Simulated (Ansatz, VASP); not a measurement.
**MgO in VASP and in Ansatz**

Contents of INCAR:

```
SYSTEM = MgO
PREC = Accurate
ENCUT = 520
EDIFF = 1E-6
ISMEAR = 0
SIGMA = 0.1
LREAL = .FALSE.
LASPH = .TRUE.
NELM = 60
ALGO = Normal
ISIF = 2
LWAVE = .FALSE.
LCHARG = .FALSE.
GGA = PE
NBANDS = 11
```

KPOINTS

```
Automatic mesh
0
G
  11 11 11
  0 0 0
```

POSCAR

```
MgO
1.0
    0.0000000000      2.0970013927      2.0970013927
    2.0970013927      0.0000000000      2.0970013927
    2.0970013927      2.0970013927      0.0000000000
Mg O
1 1
Direct
    0.0000000000      0.0000000000      0.0000000000
    0.5000000000      0.5000000000      0.5000000000
```

The input input.yaml:

```yaml
crystal:
  lattice:
    - [0.0, 2.0970013927, 2.0970013927]
    - [2.0970013927, 0.0, 2.0970013927]
    - [2.0970013927, 2.0970013927, 0.0]
  atoms:
    - { symbol: Mg, position: [0.0, 0.0, 0.0] }
    - { symbol: O, position: [0.5, 0.5, 0.5] }
kpoints:
  mp_grid: { grid: [11, 11, 11] }
scf:
  occupations: { method: gaussian, width: 0.1 }
hamiltonian:
  xc: pbe
  pseudopotentials: { kind: all_electron, lapw: { basis_error: 0.001 } }
output:
  forces: true
  stress: true
  eigenvalues: true
```

Alike in both runs: task single point; functional PBE; k mesh 11 × 11 × 11; occupations gaussian, width 0.1 eV; no spin polarisation.

```csv
,VASP,Ansatz
version,VASP 6.6.1,Ansatz 0.2.0
potentials or method,"VASP PAW PBE potentials, release 64 (Mg, O), cutoff 520 eV","all-electron LAPW, scalar-relativistic"
```

```tsv
	VASP	Ansatz	Ansatz less VASP
gap on the k mesh at the Fermi level (eV)	4.85	4.86	+0.011
least direct gap on the mesh (eV)	4.85	4.86	+0.011
pressure (GPa)	6.2	7.0	+0.79
```

Ansatz ran all-electron here, and VASP with PAW potentials.
